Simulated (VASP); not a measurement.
**S: single point with PBE**

S:

```xyz
2
Lattice="2.8223 0.0000 0.0000 -1.4112 2.4442 0.0000 0.0000 0.0000 3.3609" Properties=species:S:1:pos:R:3 pbc="T T T"
S     0.0000    1.6295    0.8402
S     1.4112    0.8147    2.5207
```

This cell differs from its parent crystal: volume scaled by 0.68.

- Program: VASP 6.6.1
- Task: single point
- Functional: PBE
- Potentials or basis: VASP PAW PBE potentials, release 64 (S)
- Cutoff: 520 eV
- k mesh: 15 × 15 × 8
- Occupations: fermi-dirac, width 0.1 eV
- Spin: no spin polarisation

The pressure is 54.6 GPa. The band gap on the k mesh is zero (band 6 reaches 14.98 eV, above the bottom of band 7 at 10.94 eV).

Stress tensor (GPa, compression positive):
```
54.71  0.00  0.00
 0.00 54.71  0.00
 0.00  0.00 54.52
```

Levels at points of the mesh, in eV from the Fermi level:
```tsv
k point	band 3	band 4	band 5	band 6	band 7	band 8	band 9	band 10
(0.00, 0.00, 0.00)	-9.40	-2.08	-2.08	1.81	1.81	4.02	6.67	10.74
(0.00, 0.00, 0.50)	0.12	0.12	0.12	0.12	1.55	1.55	8.10	8.10
```

It took 9.8 s on 1 thread of Intel(R) Xeon(R) 6975P-C (Granite Rapids), with other jobs on the host, peak memory 0.15 GiB.
